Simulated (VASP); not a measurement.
Here is a VASP 6.6.1 calculation.

File INCAR:

```
SYSTEM = TiO2
PREC     = Accurate       ! precision mode
ENCUT    = 600            ! plane-wave cutoff, eV
EDIFF    = 1E-7           ! SCF threshold, eV
ISMEAR   = 0              ! smearing method
SIGMA    = 0.02           ! smearing width, eV
LREAL    = .FALSE.        ! projectors in reciprocal space
LASPH    = .TRUE.         ! aspherical terms in the spheres
NELM     = 120            ! most SCF steps
ALGO     = Normal         ! electronic algorithm
ISIF     = 3              ! what is computed and relaxed
LWAVE    = .FALSE.        ! write WAVECAR
LCHARG   = .FALSE.        ! write CHGCAR
GGA      = PS             ! functional
IBRION   = 2              ! ionic algorithm
NSW      = 80             ! ionic steps
EDIFFG   = -0.01          ! ionic threshold
GGA_COMPAT= .FALSE.      
NELMIN   = 4
```

KPOINTS

```
Automatic mesh
0
G
  8 8 6
  0 0 0
```

The input POSCAR:

```
TiO2
1.0
    2.7060340000     -2.7066550000      0.0000000000
    2.7060340000      2.7066550000      0.0000000000
   -2.6335310000      0.0000000000      4.7966370000
Ti O
2 4
Direct
    0.1341100000      0.8658900000      0.2500000000
    0.8658900000      0.1341100000      0.7500000000
    0.3312210000      0.0887550000      0.6671490000
    0.6687790000      0.9112450000      0.3328510000
    0.9112450000      0.6687790000      0.8328510000
    0.0887550000      0.3312210000      0.1671490000
```

Potentials or basis: VASP PAW PBE potentials, release 64 (Ti_sv, O).

Command:

```bash
$ cat potpaw_PBE.64/Ti_sv/POTCAR potpaw_PBE.64/O/POTCAR > POTCAR
$ mpirun -np 1 vasp_std > vasp.out
```

Q: What does it give for the band gap on the k mesh?

A: 2.12 eV (least direct gap 2.43 eV).

Q: What does it give for the relaxed cell?

A: a = 3.772 Å, b = 3.772 Å, c = 5.471 Å, α = 110.12°, β = 110.12°, γ = 90.01°.

Forces on the atoms (eV/Å):
```
Ti   0.000 -0.004  0.000
Ti   0.000  0.004  0.000
O   -0.002 -0.007  0.004
O    0.002  0.007 -0.004
O    0.002 -0.007 -0.004
O   -0.002  0.007  0.004
```

Caveat: the PAW data sets were made with another functional, which shifts forces and pressure a little. A k mesh can miss the band edges.
